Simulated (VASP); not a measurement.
A run of VASP 6.6.1 is set up as follows.

File INCAR:

```
SYSTEM = Li16NO7
ALGO = Normal
EDIFF = 1E-6
ENCUT = 650
GGA = PS
GGA_COMPAT = .FALSE.
ISIF = 2
ISMEAR = 0
ISYM = 0
LASPH = .TRUE.
LCHARG = .FALSE.
LREAL = .FALSE.
LWAVE = .FALSE.
NBANDS = 66
NELECT = 96.0
NELM = 120
PREC = Accurate
SIGMA = 0.01
```

File KPOINTS:

```
Automatic mesh
0
Gamma
  1 1 1
  0.25 0.25 0.25
```

Contents of POSCAR:

```
Li16NO7
1.0
    0.0000000000      4.5798870000      4.5798870000
    4.5798870000      0.0000000000      4.5798870000
    4.5798870000      4.5798870000      0.0000000000
Li O N
16 7 1
Direct
    0.8807210000      0.3707130000      0.3754200000
    0.3725620000      0.8690790000      0.8835160000
    0.3768120000      0.8725960000      0.3796330000
    0.8605320000      0.3896230000      0.8729700000
    0.3726980000      0.3613170000      0.8774030000
    0.8734490000      0.8747950000      0.3829930000
    0.1228240000      0.1269810000      0.1248250000
    0.6390650000      0.6248400000      0.6174520000
    0.3694880000      0.3807650000      0.3881360000
    0.8743400000      0.8837000000      0.8754650000
    0.1362580000      0.1216250000      0.6234230000
    0.6301700000      0.6128500000      0.1325580000
    0.1235730000      0.6277120000      0.1242220000
    0.6218370000      0.1336750000      0.6293620000
    0.6279150000      0.1150900000      0.1176850000
    0.1288690000      0.6278340000      0.6253240000
    0.9956430000      0.9981800000      0.9955400000
    0.9959150000      0.9961520000      0.5068940000
    0.4918140000      0.4983440000      0.0115600000
    0.0073560000      0.5098670000      0.9953580000
    0.4900360000      0.0034490000      0.5037540000
    0.4894160000      0.0013780000      0.0137450000
    0.0033500000      0.4980500000      0.4991620000
    0.4961560000      0.4991350000      0.5091030000
```

Potentials or basis: VASP PAW PBE potentials, release 64 (Li_sv, O, N).

The run is started by

```sh
$ cat potpaw_PBE.64/Li_sv/POTCAR potpaw_PBE.64/O/POTCAR potpaw_PBE.64/N/POTCAR > POTCAR
$ mpirun -np 1 vasp_std > vasp.out
```

(1) What does it give for the largest force?

Results:

(1) 0.957 eV/Å.

Caveat: the k points lie up to 0.59 Å⁻¹ apart; the cell carries a net charge on a neutralising background, which shifts energy and pressure; the PAW data sets were made with another functional, which shifts forces and pressure a little.
